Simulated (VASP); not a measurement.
# InGaAs2 (P-4m2) in VASP: a series of runs

InGaAs2 is run at these levels: PBEsol; tasks: single point.

Program: VASP 6.6.1. These are calculated values, not measurements. Logs are shortened: lines on timing, memory, paths and dates and some standing lists are left out, and cuts for length are marked.

**1. The cell of the first run**

The structure is tetragonal, space group P-4m2 (No. 115). The conventional cell has a = 4.151 Å, b = 4.151 Å, c = 17.609 Å, α = 90.00°, β = 90.00°, γ = 90.00°. In (site symmetry 2mm) has 4 As at 2.54 Å within 3.4 Å. Within 3.4 Å of In (site symmetry -4m2) lie 4 As at 2.54 Å. Ga (site symmetry 2mm) has 4 As at 2.54 Å within 3.4 Å. Ga (site symmetry -4m2) has 4 As at 2.54 Å within 3.4 Å. As (site symmetry 2mm) has 4 In at 2.54 Å within 3.4 Å. As (site symmetry 2mm) has 2 Ga at 2.54 Å and 2 In at 2.54 Å within 3.4 Å. Within 3.4 Å of As (site symmetry 2mm) lie 4 Ga at 2.54 Å.

**2. Single point, PBEsol**

The input, INCAR:

```
  PREC = Accurate
  ENCUT = 520
  EDIFF = 1E-6
  ISMEAR = 0
  SIGMA = 0.01
  LREAL = F
  LASPH = T
  NELM = 80
  ALGO = Normal
  ISIF = 2
  LWAVE = F
  LCHARG = T
  GGA = PS
  LELF = T
  LVHAR = T
  NBANDS = 66
```

The input, KPOINTS:

```
regular mesh
0
Gamma
  8 8 2
```

The input, POSCAR:

```
InGaAs2
1.0
    4.1505046735      0.0000000000      0.0000000000
    0.0000000000      4.1505046735      0.0000000000
    0.0000000000      0.0000000000     17.6091000000
In Ga As
3 3 6
Direct
    0.0000000000      0.0000000000      0.0000000000
    0.5000000000      0.5000000000      0.1666666667
    0.0000000000      0.0000000000      0.3333333333
    0.5000000000      0.5000000000      0.5000000000
    0.0000000000      0.0000000000      0.6666666667
    0.5000000000      0.5000000000      0.8333333333
    0.5000000000      0.0000000000      0.0833333333
    0.0000000000      0.5000000000      0.2500000000
    0.5000000000      0.0000000000      0.4166666667
    0.0000000000      0.5000000000      0.5833333333
    0.5000000000      0.0000000000      0.7500000000
    0.0000000000      0.5000000000      0.9166666667
```

Potentials or basis: VASP PAW PBE potentials, release 64 (In_d, Ga_d, As).

Command:

```sh
cat potpaw_PBE.64/In_d/POTCAR potpaw_PBE.64/Ga_d/POTCAR potpaw_PBE.64/As/POTCAR > POTCAR
mpirun -np 1 vasp_std > vasp.out
```

OUTCAR:

```text
PREC = Accurate
   ENCUT = 520
   EDIFF = 1E-6
   ISMEAR = 0
   LREAL = F
   LASPH = T
   NELM = 80
   ISIF = 2
   GGA = PS

 ion  position               nearest neighbor table
   1  0.000  0.000  0.000-   7 2.54  12 2.54  12 2.54   7 2.54
   2  0.500  0.500  0.167-   8 2.54   8 2.54   7 2.54   7 2.54
   3  0.000  0.000  0.333-   8 2.54   8 2.54   9 2.54   9 2.54
   4  0.500  0.500  0.500-   9 2.54  10 2.54   9 2.54  10 2.54
   5  0.000  0.000  0.667-  11 2.54  11 2.54  10 2.54  10 2.54
   6  0.500  0.500  0.833-  11 2.54  11 2.54  12 2.54  12 2.54
   7  0.500  0.000  0.083-   1 2.54   1 2.54   2 2.54   2 2.54
   8  0.000  0.500  0.250-   2 2.54   3 2.54   3 2.54   2 2.54
   9  0.500  0.000  0.417-   4 2.54   4 2.54   3 2.54   3 2.54
  10  0.000  0.500  0.583-   4 2.54   4 2.54   5 2.54   5 2.54
  11  0.500  0.000  0.750-   5 2.54   6 2.54   6 2.54   5 2.54
  12  0.000  0.500  0.917-   1 2.54   1 2.54   6 2.54   6 2.54

  LATTYP: Found a simple tetragonal cell.
 ALAT       =     4.1505046735
 C/A-ratio  =     4.2426406872

  Lattice vectors:

 A1 = (   4.1505046735,   0.0000000000,   0.0000000000)
 A2 = (   0.0000000000,   4.1505046735,   0.0000000000)
 A3 = (   0.0000000000,   0.0000000000,  17.6091000000)

Analysis of symmetry for initial positions (statically):
=====================================================================
 Subroutine PRICEL returns:
 Original cell was already a primitive cell.

 Routine SETGRP: Setting up the symmetry group for a
 simple tetragonal supercell.

 Subroutine GETGRP returns: Found  8 space group operations
 (whereof  4 operations were pure point group operations)
 out of a pool of 16 trial point group operations.

The static configuration has the point symmetry C_2v.
 The point group associated with its full space group is D_2d.

Analysis of symmetry for dynamics (positions and initial velocities):
=====================================================================
 Subroutine PRICEL returns:
 Original cell was already a primitive cell.

 Routine SETGRP: Setting up the symmetry group for a
 simple tetragonal supercell.

 Subroutine GETGRP returns: Found  8 space group operations
 (whereof  4 operations were pure point group operations)
 out of a pool of 16 trial point group operations.

The dynamic configuration has the point symmetry C_2v.
 The point group associated with its full space group is D_2d.

 Subroutine INISYM returns: Found  8 space group operations
 (whereof  4 operations are pure point group operations),
 and found     1 'primitive' translations

----------------------------------------------------------------------------------------

                                     Primitive cell

  volume of cell :     303.3465

  direct lattice vectors                    reciprocal lattice vectors
     4.150504674  0.000000000  0.000000000     0.240934556  0.000000000  0.000000000
     0.000000000  4.150504674  0.000000000     0.000000000  0.240934556  0.000000000
     0.000000000  0.000000000 17.609100000     0.000000000  0.000000000  0.056788819

  length of vectors
     4.150504674  4.150504674 17.609100000     0.240934556  0.240934556  0.056788819

  position of ions in fractional coordinates (direct lattice)
     0.000000000  0.000000000  0.000000000
     0.500000000  0.500000000  0.166666667
     0.000000000  0.000000000  0.333333333
     0.500000000  0.500000000  0.500000000
     0.000000000  0.000000000  0.666666667
     0.500000000  0.500000000  0.833333333
     0.500000000  0.000000000  0.083333333
     0.000000000  0.500000000  0.250000000
     0.500000000  0.000000000  0.416666667
     0.000000000  0.500000000  0.583333333
     0.500000000  0.000000000  0.750000000
     0.000000000  0.500000000  0.916666667

  ion indices of the primitive-cell ions
   primitive index   ion index
                 1           1
                 2           2
                 3           3
                 4           4
                 5           5
                 6           6
                 7           7
                 8           8
                 9           9
                10          10
                11          11
                12          12

----------------------------------------------------------------------------------------

 KPOINTS: regular mesh

Automatic generation of k-mesh.
 Grid dimensions read from file:
 generate k-points for:    8    8    2

 Generating k-lattice:

  Cartesian coordinates                     Fractional coordinates (reciprocal lattice)
     0.030116819  0.000000000  0.000000000     0.125000000  0.000000000  0.000000000
     0.000000000  0.030116819  0.000000000     0.000000000  0.125000000  0.000000000
     0.000000000  0.000000000  0.028394410     0.000000000  0.000000000  0.500000000

  Length of vectors
     0.030116819  0.030116819  0.028394410

  Shift w.r.t. Gamma in fractional coordinates (k-lattice)
     0.000000000  0.000000000  0.000000000

 Subroutine IBZKPT returns following result:
 ===========================================

 Found     30 irreducible k-points:

 Following reciprocal coordinates:
            Coordinates               Weight
  0.000000  0.000000  0.000000      1.000000
  0.125000  0.000000  0.000000      4.000000
  0.250000  0.000000  0.000000      4.000000
  0.375000  0.000000  0.000000      4.000000
  0.500000  0.000000  0.000000      2.000000
  0.125000  0.125000  0.000000      4.000000
[... 16 lines left out ...]
  0.375000  0.125000  0.500000      8.000000
  0.500000  0.125000  0.500000      4.000000
 [... further k-points ...]
   k-points           NKPTS =     30   k-points in BZ     NKDIM =     30   number of bands    NBANDS=     66
   number of dos      NEDOS =    301   number of ions     NIONS =     12
   total plane-waves  NPLWV = 143360
   dimension x,y,z NGX =    32 NGY =   32 NGZ =  140
   dimension x,y,z NGXF=    64 NGYF=   64 NGZF=  280
   ions per type =               3   3   6
   NGX,Y,Z   is equivalent  to a cutoff of  12.82, 12.82, 13.22 a.u.
   NGXF,Y,Z  is equivalent  to a cutoff of  25.63, 25.63, 26.43 a.u.
 SYSTEM =  unknown system
   PREC   = accura    normal or accurate (medium, high low for compatibility)
   ISTART =      0    job   : 0-new  1-cont  2-samecut
   ICHARG =      2    charge: 1-file 2-atom 10-const
   ISPIN  =      1    spin polarized calculation?
   LNONCOLLINEAR =      F non collinear calculations
   LSORBIT =      F    spin-orbit coupling
   LASPH  =      T    aspherical Exc in radial PAW
   ENCUT  =  520.0 eV  38.22 Ry    6.18 a.u.   7.72  7.72 32.74*2*pi/ulx,y,z
   NELM   =     80;   NELMIN=  2; NELMDL= -5     # of ELM steps
   EDIFF  = 0.1E-05   stopping-criterion for ELM
   LREAL  =      F    real-space projection
   EDIFFG = 0.1E-04   stopping-criterion for IOM
   NSW    =      0    number of steps for IOM
   IBRION =     -1    ionic relax: 0-MD 1-quasi-New 2-CG
   NFREE  =      0    steps in history (QN), initial steepest desc. (CG)
   ISIF   =      2    stress and relaxation
   ISYM   =      2    0-nonsym 1-usesym 2-fastsym
   POTIM  = 0.5000    time-step for ionic-motion
   TEBEG  =    0.0;   TEEND  =   0.0 temperature during run
   PSTRESS=    0.0 pullay stress
   NELECT =     108.0000    total number of electrons
   NUPDOWN=      -1.0000    fix difference up-down
   EMIN   =  10.00;   EMAX   =-10.00  energy-range for DOS
   EFERMI =   0.00;   METHOD = LEGACY
   ISMEAR =     0;   SIGMA  =   0.01  broadening in eV -4-tet -1-fermi 0-gaus
   EFERMI_NEDOS =   21; number of points for ismear=-14 and -15
   IALGO  =     38    algorithm
   IMIX   =      4    mixing-type and parameters
     AMIX     =   0.40;   BMIX     =  1.00
     AMIX_MAG =   1.60;   BMIX_MAG =  1.00
  volume/ion in A,a.u.               =      25.28       170.59
  Fermi-wavevector in a.u.,A,eV,Ry     =   1.160299  2.192646 18.317425  1.346293
  Thomas-Fermi vector in A             =   2.296882
   LORBIT       =      0    0 simple, 1 ext, 2 COOP (PROOUT), +10 PAW based schemes
   GGA     = PS    functional components
   LHFCALC =     F    Hartree Fock is set to
   AEXX    =    0.0000 exact exchange contribution
   IVDW    =     0    specifies the selected vdW correction
   LEPSILON=     F    determine dielectric tensor
   LRPA    =     F    only Hartree local field effects (RPA)
 non-spin polarized calculation
 Gauss-broadening in eV      SIGMA  =   0.01
  energy-cutoff  :      520.00
  volume of cell :      303.35
 maximum number of plane-waves:      8208
 NGX is ok and might be reduce to    32
   NGX = 15   NGY = 15   NGZ = 65

 number of electron     107.9999957 magnetization

 Free energy of the ion-electron system (eV)
  ---------------------------------------------------
  ext. energy  EPLUGINS =         0.00000000
  ---------------------------------------------------
  free energy    TOTEN  =       -52.03135957 eV

  energy without entropy =      -52.03124796  energy(sigma->0) =      -52.03130377

 E-fermi :   4.0773     XC(G=0):  -9.4796

 val. band max:        4.0760793853   @ k =   0.0000   0.0000   0.0000
 cond. band min:       4.7565210071   @ k =   0.5000   0.0000   0.5000
 fundamental gap:      0.6804416218
 Fermi energy:         4.0773462747

 k-point     1 :       0.0000    0.0000    0.0000
  band No.  band energies     occupation
      1     -10.6770      2.00000
      2     -10.6592      2.00000
      3     -10.6431      2.00000
      4     -10.6056      2.00000
      5     -10.5985      2.00000
      6     -10.5985      2.00000
[... 58 lines left out ...]
     65       6.8370      0.00000
     66       7.8055      0.00000

 k-point     2 :       0.1250    0.0000    0.0000
  band No.  band energies     occupation
      1     -10.6732      2.00000
      2     -10.6577      2.00000
      3     -10.6403      2.00000
      4     -10.6089      2.00000
      5     -10.6047      2.00000
      6     -10.5977      2.00000
[... 1507 lines left out ...]
     65       8.4566      0.00000
     66       8.4927      0.00000

 k-point    24 :       0.5000    0.1250    0.5000
  band No.  band energies     occupation
      1     -10.6570      2.00000
      2     -10.6540      2.00000
      3     -10.6478      2.00000
      4     -10.6440      2.00000
      5     -10.6170      2.00000
      6     -10.6103      2.00000
[... 58 lines left out ...]
     65       8.2777      0.00000
     66       8.3748      0.00000

 [... further k-points ...]
[... 5 lines left out ...]
  --------------------------------------------------------------------------------------
  -------------------------------------------------------------------------------------
  Total        2.1678475      2.1678475      2.0288146      0.0000000      0.0000000      0.0000000
  in kB       11.4498642     11.4498642     10.7155375      0.0000000      0.0000000      0.0000000
  external PRESSURE =      11.2050887 kB  Pullay stress =       0.0000000 kB

 VOLUME and BASIS-vectors are now :
 -----------------------------------------------------------------------------
  energy-cutoff  :      520.00
  volume of cell :      303.35
      direct lattice vectors                 reciprocal lattice vectors
     4.150504674  0.000000000  0.000000000     0.240934556  0.000000000  0.000000000
     0.000000000  4.150504674  0.000000000     0.000000000  0.240934556  0.000000000
     0.000000000  0.000000000 17.609100000     0.000000000  0.000000000  0.056788819

 POSITION                                       TOTAL-FORCE (eV/Angst)
 -----------------------------------------------------------------------------------
      0.00000      0.00000      0.00000         0.000000      0.000000     -0.086848
      2.07525      2.07525      2.93485         0.000000      0.000000     -0.000000
      0.00000      0.00000      5.86970         0.000000      0.000000      0.086848
      2.07525      2.07525      8.80455         0.000000      0.000000      0.063691
      0.00000      0.00000     11.73940         0.000000      0.000000     -0.000000
      2.07525      2.07525     14.67425         0.000000      0.000000     -0.063691
      2.07525      0.00000      1.46742         0.000000      0.000000      0.002639
      0.00000      2.07525      4.40228         0.000000      0.000000     -0.002639
      2.07525      0.00000      7.33713         0.000000      0.000000      1.335051
      0.00000      2.07525     10.27197         0.000000      0.000000     -0.002800
      2.07525      0.00000     13.20683         0.000000      0.000000      0.002800
      0.00000      2.07525     16.14168         0.000000      0.000000     -1.335051
 -----------------------------------------------------------------------------------
    total drift:                                0.000000      0.000000      0.000033

  FREE ENERGIE OF THE ION-ELECTRON SYSTEM (eV)
  ---------------------------------------------------
  free  energy   TOTEN  =       -52.0313595691 eV

  energy  without entropy=      -52.0312479632  energy(sigma->0) =      -52.03130377
```

It took 18 min on 1 thread of Intel Xeon 8259CL, shared host; peak memory 0.67 GiB.

Results:

| Property | Result |
| --- | --- |
| Free energy | -52.0314 eV |
| Pressure | 1.1 GPa |
| Largest force | 1.335 eV/Å |
| Band gap on the k mesh | zero (filled and empty bands touch) |

Forces on the atoms (eV/Å):
```
In   0.000  0.000 -0.087
In   0.000  0.000  0.000
In   0.000  0.000  0.087
Ga   0.000  0.000  0.064
Ga   0.000  0.000  0.000
Ga   0.000  0.000 -0.064
As   0.000  0.000  0.003
As   0.000  0.000 -0.003
As   0.000  0.000  1.335
As   0.000  0.000 -0.003
As   0.000  0.000  0.003
As   0.000  0.000 -1.335
```

Caveat: semilocal functionals underestimate gaps, and a narrow one can read as zero; the PAW data sets were made with another functional, which shifts forces and pressure a little; spin-orbit coupling is left out, which moves the levels of the heavy elements.

**3. Single point, PBEsol**

This run uses another cell than the first one, of 25.39 Å³/atom.

The input, INCAR:

```
SYSTEM = InGaAs2
ALGO = Normal
EDIFF = 1E-6
ENCUT = 520
GGA = PS
ISIF = 2
ISMEAR = 0
LASPH = .True.
LCHARG = .False.
LREAL = .False.
LWAVE = .False.
NBANDS = 66
NELM = 100
PREC = Accurate
SIGMA = 0.01
```

The input, KPOINTS:

```
k-points
0
Gamma
  8 8 2
  0 0 0
```

The input, POSCAR:

```
InGaAs2
1.0
    4.1505046735      0.0000000000      0.0000000000
    0.0000000000      4.1505046735      0.0000000000
    0.0000000000      0.0000000000     17.6843397062
In Ga As
3 3 6
Direct
    0.0000000000      0.0000000000     -0.0120091770
    0.5000000000      0.5000000000      0.1666666667
    0.0000000000      0.0000000000      0.3453425103
    0.5000000000      0.5000000000      0.5119656620
    0.0000000000      0.0000000000      0.6666666667
    0.5000000000      0.5000000000      0.8213676713
    0.5000000000      0.0000000000      0.0772912830
    0.0000000000      0.5000000000      0.2560420503
    0.5000000000      0.0000000000      0.4353288090
    0.0000000000      0.5000000000      0.5893732111
    0.5000000000      0.0000000000      0.7439601222
    0.0000000000      0.5000000000      0.8980045243
```

Potentials or basis: VASP PAW PBE potentials, release 64 (In_d, Ga_d, As).

Command:

```sh
cat potpaw_PBE.64/In_d/POTCAR potpaw_PBE.64/Ga_d/POTCAR potpaw_PBE.64/As/POTCAR > POTCAR
mpirun -np 1 vasp_std > vasp.out
```

It took 21 min on 1 thread of Intel Xeon 8259CL, shared host; peak memory 0.67 GiB.

It converged, with:

```
Free energy            : -52.5051 eV
Pressure               : 0.1 GPa
Largest force          : 0.004 eV/Å
Band gap on the k mesh : zero (filled and empty bands touch)
```

Forces on the atoms (eV/Å):
```
In   0.000  0.000  0.000
In   0.000  0.000  0.000
In   0.000  0.000  0.000
Ga   0.000  0.000  0.004
Ga   0.000  0.000  0.000
Ga   0.000  0.000 -0.004
As   0.000  0.000  0.000
As   0.000  0.000  0.000
As   0.000  0.000 -0.002
As   0.000  0.000 -0.003
As   0.000  0.000  0.003
As   0.000  0.000  0.002
```

Stress tensor (GPa, compression positive):
```
0.01 0.00 0.00
0.00 0.01 0.00
0.00 0.00 0.14
```

Levels at points of the mesh, in eV from the Fermi level:
| k point | band 50 | band 51 | band 52 | band 53 | band 54 | band 55 | band 56 | band 57 | band 58 | band 59 |
| --- | --- | --- | --- | --- | --- | --- | --- | --- | --- | --- |
| (0.00, 0.00, 0.00) | -0.87 | -0.87 | -0.14 | -0.12 | 0.00 | 0.00 | 1.14 | 1.15 | 1.64 | 1.75 |
| (0.50, 0.00, 0.00) | -1.50 | -1.45 | -0.83 | -0.78 | -0.78 | 1.11 | 1.28 | 1.35 | 1.56 | 2.33 |
| (0.50, 0.50, 0.00) | -2.91 | -2.56 | -2.51 | -2.51 | -2.45 | 1.36 | 1.36 | 1.67 | 1.79 | 2.99 |
| (0.00, 0.00, 0.50) | -1.45 | -0.44 | -0.44 | -0.18 | -0.18 | 1.08 | 1.14 | 1.14 | 1.22 | 1.83 |
| (0.50, 0.00, 0.50) | -1.11 | -1.09 | -0.83 | -0.78 | -0.78 | 0.64 | 0.80 | 1.87 | 2.15 | 2.20 |
| (0.50, 0.50, 0.50) | -2.69 | -2.69 | -2.68 | -2.68 | -2.63 | 1.78 | 1.78 | 1.90 | 1.90 | 2.13 |

Caveat: semilocal functionals underestimate gaps, and a narrow one can read as zero; the PAW data sets were made with another functional, which shifts forces and pressure a little; spin-orbit coupling is left out, which moves the levels of the heavy elements.

The gap in the log of VASP goes by the Fermi energy; the results here count the filled bands.